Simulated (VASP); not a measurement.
# ZrO2: single point with PBE

ZrO2:

```
CELL_PARAMETERS angstrom
0.00000 2.53500 2.53500
2.53500 0.00000 2.53500
2.53500 2.53500 0.00000
ATOMIC_POSITIONS crystal
Zr 0.00000 0.00000 0.00000
O 0.25000 0.25000 0.25000
O 0.75000 0.75000 0.75000
```

```yaml
Program: VASP 6.6.1
Task: single point
Functional: PBE
Potentials_or_basis: VASP PAW PBE potentials, release 64 (Zr_sv, O)
Cutoff: 520 eV
k_mesh: 8 × 8 × 8
Occupations: gaussian, width 0.05 eV
Spin: no spin polarisation
Dipole_correction: no
Further_INCAR_settings: ALGO = Normal; EDIFF = 1e-07; NBANDS = 19
```

The pressure is 7.1 GPa and the band gap on the k mesh is 3.39 eV, indirect (least direct gap 3.84 eV).

Levels at points of the mesh, in eV from the valence-band top:
| k point | band 9 | band 10 | band 11 | band 12 | band 13 | band 14 | band 15 | band 16 |
| --- | --- | --- | --- | --- | --- | --- | --- | --- |
| (0.00, 0.00, 0.00) | -5.30 | -0.54 | -0.54 | -0.54 | 3.39 | 3.39 | 6.67 | 9.51 |
| (0.50, 0.00, 0.00) | -2.55 | -2.48 | -1.65 | -1.65 | 4.04 | 4.04 | 6.19 | 8.59 |
| (0.50, 0.50, 0.00) | -3.17 | -1.53 | -1.53 | 0.00 | 3.84 | 4.80 | 5.94 | 7.38 |

Run time: 20 s on 1 thread of Intel(R) Xeon(R) Platinum 8488C (Sapphire Rapids) (shared host), peak memory 0.16 GiB.

A k mesh can miss the band edges.
